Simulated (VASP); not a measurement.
Input of a VASP 6.6.1 run:

File INCAR:

```
PREC = Accurate ; ENCUT = 520
EDIFF = 1E-7 ; ISMEAR = 0
SIGMA = 0.01 ; LREAL = F
LASPH = T ; NELM = 80
ALGO = Normal ; ISIF = 2
LWAVE = F ; LCHARG = T
GGA = PE ; LELF = T
LVHAR = T ; NBANDS = 15
```

File KPOINTS:

```
Automatic mesh
0
Gamma
  4 4 4
```

POSCAR

```
RbBr
1.0
    0.0000000000      3.4608320474      3.4608320474
    3.4608320474      0.0000000000      3.4608320474
    3.4608320474      3.4608320474      0.0000000000
Rb Br
1 1
Direct
    0.0000000000      0.0000000000      0.0000000000
    0.5000000000      0.5000000000      0.5000000000
```

Potentials or basis: VASP PAW PBE potentials, release 64 (Rb_sv, Br).

Run with:

```console
$ cat potpaw_PBE.64/Rb_sv/POTCAR potpaw_PBE.64/Br/POTCAR > POTCAR
$ mpirun -np 1 vasp_std > vasp.out
```

Task: What does it give for the pressure?

Result: 0.6 GPa.

Task: Predict the band gap on the k mesh.

Result: 4.29 eV, direct.

PBE gaps usually lie below the measured ones, often by a third to a half.
